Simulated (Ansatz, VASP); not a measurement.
## Two plane-wave programs on HfO2

Contents of INCAR:

```
SYSTEM = HfO2
PREC     = Accurate       ! precision mode
ENCUT    = 520            ! plane-wave cutoff, eV
EDIFF    = 1E-6           ! SCF threshold, eV
ISMEAR   = 0              ! smearing method
SIGMA    = 0.02           ! smearing width, eV
LREAL    = .FALSE.        ! projectors in reciprocal space
LASPH    = .TRUE.         ! aspherical terms in the spheres
NELM     = 80             ! most SCF steps
ALGO     = Normal         ! electronic algorithm
ISIF     = 2              ! what is computed and relaxed
LWAVE    = .FALSE.        ! write WAVECAR
LCHARG   = .TRUE.         ! write CHGCAR
GGA      = PE             ! functional
LELF     = .TRUE.         ! ELF
LVHAR    = .TRUE.       
NBANDS   = 31             ! bands
```

The input KPOINTS:

```
regular mesh
0
G
  6 6 4
  0 0 0
```

POSCAR

```
HfO2
1.0
    3.6043047991      0.0000000000      0.0000000000
    0.0000000000      3.6043047991      0.0000000000
    0.0000000000      0.0000000000      5.2639673039
Hf O
2 4
Direct
    0.5000000000      0.5000000000      0.5000000000
    0.0000000000      0.0000000000      0.0000000000
    0.0000000000      0.5000000000      0.6932520932
    0.5000000000      0.0000000000      0.8067479068
    0.5000000000      0.0000000000      0.3067479068
    0.0000000000      0.5000000000      0.1932520932
```

Input for Ansatz:

```yaml
crystal:
  lattice:
    - [3.6043047982, 0.0, 0.0]
    - [0.0, 3.6043047982, 0.0]
    - [0.0, 0.0, 5.2639671552]
  atoms:
    - { symbol: Hf, position: [0.5, 0.5, 0.5] }
    - { symbol: Hf, position: [0.0, 0.0, 0.0] }
    - { symbol: O, position: [0.0, 0.5, 0.6932521093] }
    - { symbol: O, position: [0.5, 0.0, 0.8067478907] }
    - { symbol: O, position: [0.5, 0.0, 0.3067478907] }
    - { symbol: O, position: [0.0, 0.5, 0.1932521093] }
basis:
  ecutwfc: 420
kpoints:
  mp_grid: { grid: [6, 6, 4] }
  band_path:
    path:
      - [[0.0, 0.0, 0.0], [0.0, 0.5, 0.0], [0.5, 0.5, 0.0], [0.0, 0.0, 0.0], [0.0, 0.0, 0.5], [0.0, 0.5, 0.5], [0.5, 0.5, 0.5], [0.0, 0.0, 0.5]]
      - [[0.0, 0.5, 0.0], [0.0, 0.5, 0.5]]
      - [[0.5, 0.5, 0.0], [0.5, 0.5, 0.5]]
    npoints: 14
hamiltonian:
  xc: pbe
scf:
  occupations: { method: gaussian, width: 0.02 }
  n_extra_bands: 15
output:
  forces: true
  stress: true
  eigenvalues: true
  populations: true
  dos: { projected: true, de: 0.02, nscf_kmesh: { grid: [9, 9, 6] } }
  bader: true
  write_density: true
  write_potential: true
  elf: true
  volumetric_format: npy
```

Alike in both runs: task single point; functional PBE; k mesh 6 × 6 × 4; occupations gaussian, width 0.02 eV; no spin polarisation.

|  | VASP | Ansatz |
| --- | --- | --- |
| version | VASP 6.6.1 | Ansatz 0.2.0 |
| potentials or method | VASP PAW PBE potentials, release 64 (Hf_pv, O), cutoff 520 eV | scalar-relativistic, plane waves, PAW |
| valence electrons in the cell | 44 | 76 |

Ansatz gave:

| Item | Value |
| --- | --- |
| gap on the k mesh at the Fermi level (eV) | 4.67 |
| least direct gap on the mesh (eV) | 4.73 |
| pressure (GPa) | 0.0 |
| traceless stress, the component that is largest in VASP (GPa) | 0.00 |
| rms of the force components (eV/Å) | 0.000 |

Problem. Estimate VASP's values.

Solution. gap on the k mesh at the Fermi level (eV): 4.65; least direct gap on the mesh (eV): 4.72; pressure (GPa): -3.1; traceless stress, the component that is largest in VASP (GPa): 0.12; rms of the force components (eV/Å): 0.023.

Atom by atom the forces differ by 0.023 eV/Å (rms over components). VASP's potentials hold 44 valence electrons a cell and Ansatz's 76, so a difference there can come from the potentials and not from the codes.

Spin-orbit coupling is off throughout.
